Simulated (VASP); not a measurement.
Wanted: the native input for a VASP 6.6.1 run.

```
Task                   : single point
Functional             : PBE
Potentials or basis    : VASP PAW PBE potentials, release 64 (Fe)
Cutoff                 : 520 eV
k mesh                 : 18 × 18 × 18
Occupations            : methfessel-paxton, width 0.1 eV
Spin                   : collinear spin, ferromagnetic start
Starting moments       : [2.4, 2.4] μB
Dipole correction      : no
Further INCAR settings : ALGO = Normal; EDIFF = 1e-06; NBANDS = 19
```

The structure of Fe lies in POSCAR:

```
Fe
1.0
    2.8312191843      0.0000000000      0.0000000000
    0.0000000000      2.8312191843      0.0000000000
    0.0000000000      0.0000000000      2.8312191843
Fe
2
Direct
    0.0000000000      0.0000000000      0.0000000000
    0.5000000000      0.5000000000      0.5000000000
```

These files were run (other wordings do the same):

INCAR

```
SYSTEM = Fe
PREC = Accurate
ENCUT = 520
EDIFF = 1E-6
ISMEAR = 1
SIGMA = 0.1
LREAL = .False.
LASPH = .True.
NELM = 150
ALGO = Normal
ISIF = 2
LWAVE = .False.
LCHARG = .False.
ISPIN = 2
MAGMOM = 2.4 2.4
LORBIT = 11
LMAXMIX = 4
GGA = PE
NBANDS = 19
```

KPOINTS

```
Automatic mesh
0
Gamma
  18 18 18
  0 0 0
```

Potentials or basis: VASP PAW PBE potentials, release 64 (Fe).

Run with:

```bash
$ cat potpaw_PBE.64/Fe/POTCAR > POTCAR
$ mpirun -np 1 vasp_std > vasp.out
```

Results of the run:

```
Pressure                                              : 0.1 GPa
Net moment                                            : 4.38 μB per cell
Site moments                                          : Fe +2.18 μB
Valence electrons inside the program's atomic spheres : Fe 7.27
```

Run time: 2.8 min on 1 thread of Intel Xeon 8259CL, with other jobs on the host, peak memory 0.25 GiB.
